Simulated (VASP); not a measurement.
Input of a VASP 6.6.1 run:

Contents of POSCAR:

```
SnTe
1.0
    3.9002524308      0.0000000000      0.0000000000
    0.0000000000      3.9002524308      0.0000000000
    0.0000000000      0.0000000000      3.9002524308
Sn Te
1 1
Direct
    0.0000000000      0.0000000000      0.0000000000
    0.5000000000      0.5000000000      0.5000000000
```

INCAR.step1

```
PREC = Accurate ; ENCUT = 600
ISMEAR = -1 ; SIGMA = 0.02
LREAL = F ; LASPH = T
NELM = 80 ; GGA = PE
ALGO = Normal ; EDIFF = 1E-4
LWAVE = T ; LCHARG = F
```

Contents of INCAR.step2:

```
PREC = Accurate ; ENCUT = 600
EDIFF = 1E-7 ; ISMEAR = -1
SIGMA = 0.02 ; LREAL = F
LASPH = T ; NELM = 80
ALGO = Normal ; ISIF = 3
LWAVE = F ; LCHARG = F
METAGGA = R2SCAN ; LMIXTAU = T
IBRION = 2 ; NSW = 80
EDIFFG = -0.005 ; ISTART = 1
```

Contents of KPOINTS:

```
regular mesh
0
Gamma
  6 6 6
```

Potentials or basis: VASP PAW PBE potentials, release 64 (Sn_d, Te).

Command:

```bash
$ cat potpaw_PBE.64/Sn_d/POTCAR potpaw_PBE.64/Te/POTCAR > POTCAR
$ cp INCAR.step1 INCAR
$ mpirun -np 1 vasp_std > vasp.out
$ cp INCAR.step2 INCAR
$ mpirun -np 1 vasp_std > vasp.out
```

Question: What does it give for the relaxed volume?

Answer: 29.48 Å³/atom.

Question: Predict the relaxed cell.

Answer: a = 3.892 Å, b = 3.892 Å, c = 3.892 Å, α = 90.00°, β = 90.00°, γ = 90.00°.

Question: What does it give for the band gap on the k mesh?

Answer: Zero (band 10 reaches 7.55 eV, above the bottom of band 11 at 5.78 eV).

Step by step:
```tsv
step	energy change (eV)	largest force (eV/Å)	pressure (GPa)	volume (Å³)
1	0.0000	0.0000	-0.26	59.33
2	-0.0003	0.0000	0.04	58.92
3	-0.0003	0.0000	0.00	58.97
```

Caveat: the PAW data sets were made with another functional, which shifts forces and pressure a little; spin-orbit coupling is left out, which moves the levels of the heavy elements.
